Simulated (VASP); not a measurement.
# GaN in VASP: single point with PBE+D3(BJ)

Aim: the single point of GaN with PBE+D3(BJ).

Program: VASP 6.6.1. These are calculated values, not measurements. Logs are shortened: lines on timing, memory, paths and dates and some standing lists are left out, and cuts for length are marked.

### Step 1. The cell of the first run

The cell holds a slab with vacuum, 24 atoms: a = 6.393 Å, b = 5.209 Å, c = 26.465 Å, α = 90.00°, β = 90.00°, γ = 90.00°.

### Step 2. Single point, PBE+D3(BJ)

Input file INCAR:

```
ALGO = Normal ; DIPOL = 0.5 0.5 0.424
EDIFF = 1E-6 ; ENCUT = 520
GGA = PE ; GGA_COMPAT = False
IDIPOL = 3 ; ISIF = 2
ISMEAR = 0 ; IVDW = 12
LASPH = True ; LCHARG = False
LDIPOL = True ; LREAL = False
LWAVE = False ; NBANDS = 126
NELM = 120 ; NELMDL = -8
PREC = Accurate ; SIGMA = 0.05
```

Input file KPOINTS:

```
k-points
0
Gamma
  3 3 1
```

Input file POSCAR:

```
GaN
1.0
    6.3931260417      0.0000000000      0.0000000000
    0.0000000000      5.2085710379      0.0000000000
    0.0000000000      0.0000000000     26.4650778220
Ga N
12 12
Direct
    0.5000000000      0.0008110330      0.3022851493
    0.0000000000      0.0008110330      0.3022851493
    0.7500000000      0.5008110330      0.3371525419
    0.2500000000      0.5008110330      0.3371525419
    0.7500000000      0.0008110330      0.4068873272
    0.2500000000      0.0008110330      0.4068873272
    0.0001007599      0.5018569720      0.4400630246
    0.4999002796      0.5029580795      0.4417774950
    0.0102511998      0.0025808561      0.5112849996
    0.4892296635      0.0033730854      0.5128677729
    0.2436685182      0.4825127227      0.5432661222
    0.7564106981      0.5011899257      0.5426809043
    0.5000000000      0.6241889670      0.3022851493
    0.0000000000      0.6241889670      0.3022851493
    0.7500000000      0.1241889670      0.3371525419
    0.2500000000      0.1241889670      0.3371525419
    0.7500000000      0.6241889670      0.4068873272
    0.2500000000      0.6241889670      0.4068873272
   -0.0012642349      0.1257401311      0.4404737612
    0.5012650833      0.1247610106      0.4413961295
    0.0006787886      0.6284543629      0.5095675331
    0.4996426351      0.6269204397      0.5145645711
    0.2480740220      0.1249872133      0.5455227886
    0.7508116608      0.1295732683      0.5440002889
```

Potentials or basis: VASP PAW PBE potentials, release 64 (Ga_d, N).

Started as:

```sh
> cat potpaw_PBE.64/Ga_d/POTCAR potpaw_PBE.64/N/POTCAR > POTCAR
> mpirun -np 1 vasp_std > vasp.out
```

OUTCAR:

```text
EDIFF = 1E-6
   ENCUT = 520
   GGA = PE
   ISIF = 2
   ISMEAR = 0
   IVDW = 12
   LASPH = True
   LREAL = False
   NELM = 120
   NELMDL = -8
   PREC = Accurate
 IVDW          = 12

 ion  position               nearest neighbor table
   1  0.500  0.001  0.302-  15 1.95  16 1.95  13 1.96
   2  0.000  0.001  0.302-  15 1.95  16 1.95  14 1.96
   3  0.750  0.501  0.337-  13 1.95  14 1.95  17 1.95  15 1.96
   4  0.250  0.501  0.337-  13 1.95  14 1.95  18 1.95  16 1.96
   5  0.750  0.001  0.407-  19 1.93  20 1.94  15 1.95  17 1.96
   6  0.250  0.001  0.407-  19 1.95  16 1.95  20 1.96  18 1.96
   7  0.000  0.502  0.440-  18 1.93  17 1.93  21 1.95  19 1.96
   8  0.500  0.503  0.442-  18 1.95  17 1.95  20 1.97  22 2.03
   9  0.010  0.003  0.511-  23 1.88  21 1.95  19 1.98  24 1.98
  10  0.489  0.003  0.513-  23 1.88  22 1.96  24 1.98  20 2.00
  11  0.244  0.483  0.543-  23 1.86  21 1.95  22 1.95
  12  0.756  0.501  0.543-  21 1.91  22 1.92  24 1.94
  13  0.500  0.624  0.302-   3 1.95   4 1.95   1 1.96
  14  0.000  0.624  0.302-   3 1.95   4 1.95   2 1.96
  15  0.750  0.124  0.337-   1 1.95   2 1.95   5 1.95   3 1.96
  16  0.250  0.124  0.337-   1 1.95   2 1.95   6 1.95   4 1.96
  17  0.750  0.624  0.407-   7 1.93   8 1.95   3 1.95   5 1.96
  18  0.250  0.624  0.407-   7 1.93   8 1.95   4 1.95   6 1.96
  19  0.999  0.126  0.440-   5 1.93   6 1.95   7 1.96   9 1.98
  20  0.501  0.125  0.441-   5 1.94   6 1.96   8 1.97  10 2.00
  21  0.001  0.628  0.510-  12 1.91  11 1.95   9 1.95   7 1.95
  22  0.500  0.627  0.515-  12 1.92  11 1.95  10 1.96   8 2.03
  23  0.248  0.125  0.546-  11 1.86  10 1.88   9 1.88
  24  0.751  0.130  0.544-  12 1.94  10 1.98   9 1.98

  LATTYP: Found a simple orthorhombic cell.
 ALAT       =     5.2085710379
 B/A-ratio  =     1.2274241813
 C/A-ratio  =     5.0810630458

  Lattice vectors:

 A1 = (   0.0000000000,  -5.2085710379,   0.0000000000)
 A2 = (   6.3931260417,   0.0000000000,   0.0000000000)
 A3 = (   0.0000000000,   0.0000000000,  26.4650778220)

Analysis of symmetry for initial positions (statically):
=====================================================================
 Subroutine PRICEL returns:
 Original cell was already a primitive cell.

 Routine SETGRP: Setting up the symmetry group for a
 simple orthorhombic supercell.

 Subroutine GETGRP returns: Found  1 space group operations
 (whereof  1 operations were pure point group operations)
 out of a pool of  8 trial point group operations.

The static configuration has the point symmetry C_1 .

Analysis of symmetry for dynamics (positions and initial velocities):
[... 147 lines left out ...]
   NUPDOWN=      -1.0000    fix difference up-down
   EMIN   =  10.00;   EMAX   =-10.00  energy-range for DOS
   EFERMI =   0.00;   METHOD = LEGACY
   ISMEAR =     0;   SIGMA  =   0.05  broadening in eV -4-tet -1-fermi 0-gaus
   EFERMI_NEDOS =   21; number of points for ismear=-14 and -15
   IALGO  =     38    algorithm
   IMIX   =      4    mixing-type and parameters
     AMIX     =   0.40;   BMIX     =  1.00
     AMIX_MAG =   1.60;   BMIX_MAG =  1.00
  volume/ion in A,a.u.               =      36.72       247.79
  Fermi-wavevector in a.u.,A,eV,Ry     =   1.024529  1.936080 14.281497  1.049660
  Thomas-Fermi vector in A             =   2.158321
   LORBIT       =      0    0 simple, 1 ext, 2 COOP (PROOUT), +10 PAW based schemes
   GGA     = PE    functional components
   LHFCALC =     F    Hartree Fock is set to
   AEXX    =    0.0000 exact exchange contribution
   IVDW    =    12    specifies the selected vdW correction
   LEPSILON=     F    determine dielectric tensor
   LRPA    =     F    only Hartree local field effects (RPA)
 non-spin polarized calculation
 Gauss-broadening in eV      SIGMA  =   0.05
  energy-cutoff  :      520.00
  volume of cell :      881.26
 maximum number of plane-waves:     23763
   NGX = 23   NGY = 19   NGZ = 99

 dipolmoment           0.000000      0.000000      0.000140 electrons x Angstroem

 number of electron     215.9999967 magnetization

 dipolmoment           0.000000      0.000000     -0.008794 electrons x Angstroem

 Free energy of the ion-electron system (eV)
  ---------------------------------------------------
  ext. energy  EPLUGINS =         0.00000000
  ---------------------------------------------------
  free energy    TOTEN  =      -137.72393800 eV

  energy without entropy =     -137.72393800  energy(sigma->0) =     -137.72393800

 E-fermi :  -1.4645     XC(G=0):  -4.2585

 val. band max:       -1.7010235710   @ k =   0.0000   0.0000   0.0000
 cond. band min:      -1.2011404341   @ k =   0.0000   0.0000   0.0000
 fundamental gap:      0.4998831370
 Fermi energy:        -1.4645450624

 k-point     1 :       0.0000    0.0000    0.0000
  band No.  band energies     occupation
      1     -17.9972      2.00000
      2     -17.7035      2.00000
      3     -17.4700      2.00000
      4     -17.4385      2.00000
      5     -17.3531      2.00000
      6     -17.1333      2.00000
[... 604 lines left out ...]
    119       3.7694      0.00000
    120       3.8974      0.00000
 [bands above 120 left out]

------------------------ aborting loop because EDIFF is reached ----------------------------------------

 vacuum level on the upper side and lower side of the slab       (xc-potential included)        -0.156        -0.110

 Edisp (eV)   -4.49375

 E8    (eV) :    -1.8815

  FORCE on cell =-STRESS in cart. coord.  units (eV):
  Direction    XX          YY          ZZ          XY          YZ          ZX
  --------------------------------------------------------------------------------------
  -------------------------------------------------------------------------------------
  Total       1.91560   -10.26590    -0.68589    -0.06756     0.67646     0.03024
  in kB       3.48265   -18.66390    -1.24699    -0.12283     1.22984     0.05498
  external pressure =       -5.48 kB  Pullay stress =        0.00 kB

 VOLUME and BASIS-vectors are now :
 -----------------------------------------------------------------------------
  energy-cutoff  :      520.00
  volume of cell :      881.26
      direct lattice vectors                 reciprocal lattice vectors
     6.393126042  0.000000000  0.000000000     0.156418002  0.000000000  0.000000000
     0.000000000  5.208571038  0.000000000     0.000000000  0.191991238  0.000000000
     0.000000000  0.000000000 26.465077822     0.000000000  0.000000000  0.037785644

 POSITION                                       TOTAL-FORCE (eV/Angst)
 -----------------------------------------------------------------------------------
      3.19656      0.00422      8.00000        -0.005250     -1.998768      1.470597
      0.00000      0.00422      8.00000         0.005326     -1.991003      1.486384
      4.79484      2.60851      8.92277        -0.049659      1.084559     -1.563661
      1.59828      2.60851      8.92277         0.049819      1.081746     -1.572687
      4.79484      0.00422     10.76830        -0.084924     -0.307624      0.411917
      1.59828      0.00422     10.76830         0.081842     -0.201870      0.283308
[... 16 lines left out ...]
      1.58597      0.65100     14.43730        -0.113302      0.455836      0.278538
      4.80003      0.67489     14.39701         0.160653      0.537504     -0.387397
 -----------------------------------------------------------------------------------
    total drift:                                0.000507      0.006622     -0.000761

  FREE ENERGIE OF THE ION-ELECTRON SYSTEM (eV)
  ---------------------------------------------------
  free  energy   TOTEN  =      -142.2176851265 eV

  energy  without entropy=     -142.2176851265  energy(sigma->0) =     -142.21768513

 vacuum level on the upper side and lower side of the slab         3.204         3.252
```

stdout:

```text
POSCAR found type information on POSCAR GaN
 POSCAR found :  2 types and      24 ions
 scaLAPACK will be used
 -----------------------------------------------------------------------------
|                                                                             |
|                                                                             |
|     You have a (more or less) 'large supercell' and for larger cells it     |
|     might be more efficient to use real-space projection operators.         |
|     Therefore, try LREAL= Auto in the INCAR file.                           |
|     Mind: For very accurate calculation, you might also keep the            |
|     reciprocal projection scheme (i.e. LREAL=.FALSE.).                      |
|                                                                             |
 -----------------------------------------------------------------------------

 LDA part: xc-table for (Slater+PW92), standard interpolation
 POSCAR, INCAR and KPOINTS ok, starting setup
 FFT: planning ... GRIDC
 FFT: planning ... GRID_SOFT
 FFT: planning ... GRID
 WAVECAR not read
 entering main loop
```

Wall time 68 min (1 thread of Intel Xeon 8259CL, shared host); peak memory 0.98 GiB.

Results:

* Free energy: -142.2177 eV
* Largest force: 2.485 eV/Å
* Band gap on the k mesh: 0.50 eV
* Dispersion energy per atom: -0.187 eV

Forces on the atoms (eV/Å):
```
Ga  -0.005 -1.999  1.471
Ga   0.005 -1.991  1.486
Ga  -0.050  1.085 -1.564
Ga   0.050  1.082 -1.573
Ga  -0.085 -0.308  0.412
Ga   0.082 -0.202  0.283
Ga  -0.049 -0.433 -0.278
Ga   0.051 -0.290 -0.041
Ga  -1.496  0.899  0.871
Ga   1.510  0.738  0.791
Ga   0.445 -0.717 -1.208
Ga  -0.470 -2.144 -0.768
N    0.001  0.668  0.348
N   -0.001  0.656  0.370
N   -0.009  0.525 -1.171
N    0.009  0.524 -1.195
N   -0.172  0.110  0.716
N    0.172  0.120  0.711
N    0.302 -0.025 -0.391
N   -0.308 -0.027 -0.406
N    0.449  0.377  1.092
N   -0.479  0.359  0.152
N   -0.113  0.456  0.279
N    0.161  0.538 -0.387
```
